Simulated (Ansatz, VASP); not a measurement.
## Ru: VASP beside Ansatz

```
CELL_PARAMETERS angstrom
2.66110 0.00000 0.00000
-1.33055 2.30458 0.00000
0.00000 0.00000 4.34424
ATOMIC_POSITIONS crystal
Ru 0.33333 0.66667 0.25000
Ru 0.66667 0.33333 0.75000
```

Alike in both runs: task single point; functional PBEsol; k mesh 21 × 21 × 12; occupations gaussian, width 0.15 eV; no spin polarisation.

```csv
,VASP,Ansatz
version,VASP 6.6.1,Ansatz 0.2.0
potentials or method,"VASP PAW PBE potentials, release 64 (Ru_pv), cutoff 520 eV","scalar-relativistic, plane waves, PAW"
valence electrons in the cell,28,32
```

|  | VASP | Ansatz | Ansatz less VASP |
| --- | --- | --- | --- |
| gap on the k mesh at the Fermi level (eV) | none | none | - |
| pressure (GPa) | 0.0 | 0.0 | +0.07 |
| traceless stress, the component that is largest in VASP (GPa) | -10.96 | -10.98 | -0.017 |

VASP's potentials were made for PBE, not for PBEsol, and Ansatz warns of the same on its side. A gap of «none» marks a metal or a gap that the smearing closes. VASP's potentials hold 28 valence electrons a cell and Ansatz's 32, so a difference there can come from the potentials and not from the codes.
